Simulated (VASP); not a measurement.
Input of a VASP 6.6.1 run:

Contents of INCAR:

```
SYSTEM = MgH2
PREC = Accurate ; ENCUT = 520
EDIFF = 1E-7 ; ISMEAR = -1
SIGMA = 0.05 ; LREAL = .FALSE.
LASPH = .TRUE. ; NELM = 80
ALGO = Normal ; ISIF = 2
LWAVE = .FALSE. ; LCHARG = .FALSE.
GGA = PS ; NBANDS = 9
```

KPOINTS

```
regular mesh
0
G
  10 10 10
  0 0 0
```

Contents of POSCAR:

```
MgH2
1.0
    0.0000000000      2.3638077425      2.3638077425
    2.3638077425      0.0000000000      2.3638077425
    2.3638077425      2.3638077425      0.0000000000
Mg H
1 2
Direct
    0.0000000000      0.0000000000      0.0000000000
    0.2500000000      0.2500000000      0.2500000000
    0.7500000000      0.7500000000      0.7500000000
```

Potentials or basis: VASP PAW PBE potentials, release 64 (Mg, H).

Command:

```bash
$ cat potpaw_PBE.64/Mg/POTCAR potpaw_PBE.64/H/POTCAR > POTCAR
$ mpirun -np 1 vasp_std > vasp.out
```

Question: Predict the pressure.

Answer: -0.3 GPa.

Question: Estimate the band gap on the k mesh.

Answer: Zero (band 2 reaches 4.14 eV, above the bottom of band 3 at 2.50 eV).

Caveat: the PAW data sets were made with another functional, which shifts forces and pressure a little.
